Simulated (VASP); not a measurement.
Ni:

```
Ni
1.0
     4.11297    0.00000    0.00000
    -2.05648    3.56194    0.00000
     0.00000    0.00000    2.52143
Ni
3
Direct
  0.00000 0.00000 0.00000
  0.33333 0.66667 0.50000
  0.66667 0.33333 0.50000
```

* Program: VASP 6.6.1
* Task: relaxation of cell and atoms
* Functional: PBE
* Potentials or basis: VASP PAW PBE potentials, release 64 (Ni)
* Cutoff: 600 eV
* k mesh: 6 × 6 × 6
* Occupations: gaussian, width 0.1 eV
* Spin: collinear spin, ferromagnetic start
* Starting moments: [0.78, 0.85, 0.85] μB

At the start: pressure -14.9 GPa; volume 12.31 Å³/atom.

Question: How do energy, volume and symmetry change on relaxing?

Answer: Over 5 steps the energy falls by 61.8 meV/atom and the volume is 11.10 Å³/atom (-9.9 %); space group P6/mmm (No. 191, to 0.05 Å); moment 1.92 μB per cell.

The path:
```csv
step,energy change (eV),largest force (eV/Å),pressure (GPa),volume (Å³)
1,0.0000,0.0000,-14.87,36.94
2,-0.0904,0.0000,14.83,31.16
3,-0.1849,0.0000,-0.03,33.36
4,-0.1849,0.0000,0.38,33.30
5,-0.1855,0.0000,0.32,33.29
```

Final structure:
```yaml
crystal:
  lattice:
    - [3.98337, 0.00000, 0.00000]
    - [-1.99168, 3.44970, 0.00000]
    - [0.00000, 0.00000, 2.42259]
  atoms:
    - { symbol: Ni, position: [0.00000, 0.00000, 0.00000] }
    - { symbol: Ni, position: [0.33333, 0.66667, 0.50000] }
    - { symbol: Ni, position: [0.66667, 0.33333, 0.50000] }
```

Caveat: the k points lie up to 0.43 Å⁻¹ apart in the final cell.
